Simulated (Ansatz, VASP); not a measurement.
# BaNaF in VASP and in Ansatz

INCAR

```
  ALGO = Normal
  EDIFF = 1E-6
  EDIFFG = -0.04
  ENCUT = 600
  GGA = PE
  IBRION = 2
  ISIF = 3
  ISMEAR = 0
  LASPH = T
  LCHARG = F
  LREAL = F
  LWAVE = F
  NELM = 80
  NSW = 90
  PREC = Accurate
  SIGMA = 0.1
```

KPOINTS

```
k-points
0
Gamma
  6 6 2
```

Contents of POSCAR:

```
BaNaF
1.0
    4.4942188500      0.0000000000      0.0000000000
   -2.2471094300      3.8921077000      0.0000000000
    0.0000000000      0.0000000000      7.8920720600
Na Ba F
2 2 2
Direct
    0.3333333300      0.6666666700      0.7500000000
    0.6666666700      0.3333333300      0.2500000000
    0.0000000000      0.0000000000      0.5000000000
    0.0000000000      0.0000000000      0.0000000000
    0.3333333300      0.6666666700      0.2500000000
    0.6666666700      0.3333333300      0.7500000000
```

Input for Ansatz:

```yaml
crystal:
  lattice:
    - [4.49421885, 0.0, 0.0]
    - [-2.24710943, 3.8921077, 0.0]
    - [0.0, 0.0, 7.89207206]
  atoms:
    - { symbol: Na, position: [0.33333333, 0.66666667, 0.75] }
    - { symbol: Na, position: [0.66666667, 0.33333333, 0.25] }
    - { symbol: Ba, position: [0.0, 0.0, 0.5] }
    - { symbol: Ba, position: [0.0, 0.0, 0.0] }
    - { symbol: F, position: [0.33333333, 0.66666667, 0.25] }
    - { symbol: F, position: [0.66666667, 0.33333333, 0.75] }
basis:
  ecutwfc: 420
kpoints:
  mp_grid: { grid: [6, 6, 2] }
hamiltonian:
  xc: pbe
scf:
  occupations: { method: gaussian, width: 0.1 }
  lower_state_search: "off"
output:
  forces: true
  stress: true
  eigenvalues: true
relax:
  adjacent_minimum: "off"
  f_tol: 0.04
  max_steps: 70
  cell: { stress_tol: 0.4 }
```

Change from the starting cell: species swapped into the NdSbPd type (P6_3/mmc, No. 194).

Alike in both runs: task relaxation of cell and atoms; functional PBE; k mesh 6 × 6 × 2; occupations gaussian, width 0.1 eV; no spin polarisation.

|  | VASP | Ansatz |
| --- | --- | --- |
| version | VASP 6.6.1 | Ansatz 0.2.0 |
| potentials or method | VASP PAW PBE potentials, release 64 (Na_pv, Ba_sv, F), cutoff 600 eV | scalar-relativistic, plane waves, PAW |
| valence electrons in the cell | 48 | 52 |

```csv
,VASP,Ansatz,Ansatz less VASP
"gap on the k mesh at the Fermi level, each at its own relaxed structure (eV)",none,none,-
relaxed volume (Å³/atom),27.22,31.98,+4.757
relaxed length of the cell vector where the two differ most in proportion (Å),10.755,13.245,+2.4906
```

A gap of «none» marks a metal or a gap that the smearing closes. One of these differences is far larger than is usual between the two programs; its cause wasn't traced. VASP's potentials hold 48 valence electrons a cell and Ansatz's 52, so a difference there can come from the potentials and not from the codes.

The k mesh is coarse, so the values compare programs but aren't converged. Neither program's run includes spin-orbit coupling. Noted on VASP's run: the volume moved by over 15 % at a fixed basis, so the end points are rough.
